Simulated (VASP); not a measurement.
Set up this calculation in VASP 6.6.1, as the native input.

| Property | Result |
| --- | --- |
| Task | single point |
| Functional | PBE |
| Potentials or basis | VASP PAW PBE potentials, release 64 (In_d) |
| Cutoff | 520 eV |
| k mesh | 20 × 20 × 20 |
| Occupations | gaussian, width 0.15 eV |
| Spin | no spin polarisation |
| Dipole correction | no |
| Further INCAR settings | ALGO = Fast; EDIFF = 1e-06; NBANDS = 12 |

The structure of In lies in POSCAR:

```
In
1.0
   -1.6749345000      1.6749345000      2.4368407500
    1.6749345000     -1.6749345000      2.4368407500
    1.6749345000      1.6749345000     -2.4368407500
In
1
Direct
    0.0000000000      0.0000000000      0.0000000000
```

This cell differs from its parent crystal: strain +0.030 along x and y, -0.015 along z.

The input as run:

INCAR

```
SYSTEM = In
  PREC = Accurate
  ENCUT = 520
  EDIFF = 1E-6
  ISMEAR = 0
  SIGMA = 0.15
  LREAL = .False.
  LASPH = .True.
  NELM = 80
  ALGO = Fast
  ISIF = 2
  LWAVE = .False.
  LCHARG = .True.
  GGA = PE
  LELF = .True.
  LVHAR = .True.
  NBANDS = 12
```

KPOINTS

```
Automatic mesh
0
Gamma
  20 20 20
  0 0 0
```

Potentials or basis: VASP PAW PBE potentials, release 64 (In_d).

Command:

```sh
$ cat potpaw_PBE.64/In_d/POTCAR > POTCAR
$ mpirun -np 1 vasp_std > vasp.out
```

It gave:

| Property | Result |
| --- | --- |
| Pressure | 0.2 GPa |

Caveat: the cell differs from its parent crystal (strain +0.030 along x and y, -0.015 along z).

It took 2.6 min on 1 thread of AMD EPYC 9R45 96-Core Processor (Zen 5) (shared host), peak memory 0.28 GiB.
